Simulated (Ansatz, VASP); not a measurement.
Zr in VASP and in Ansatz

```xyz
1
Lattice="-1.7431 1.7431 1.7431 1.7431 -1.7431 1.7431 1.7431 1.7431 -1.7431" Properties=species:S:1:pos:R:3 pbc="T T T"
Zr    0.0000    0.0000    0.0000
```

Alike in both runs: task single point; functional r2SCAN; k mesh 14 × 14 × 14; occupations fermi-dirac, width 0.1 eV; no spin polarisation.

|  | VASP | Ansatz |
| --- | --- | --- |
| version | VASP 6.6.1 | Ansatz 0.2.0 |
| potentials or method | VASP PAW PBE potentials, release 64 (Zr_sv), cutoff 520 eV | plane waves (500 eV) with PAW, scalar-relativistic |
| valence electrons in the cell | 12 | 12 |

```tsv
	VASP	Ansatz	Ansatz less VASP
pressure (GPa)	8.1	8.1	-0.06
```

VASP's potentials were made for PBE, not for r2SCAN.
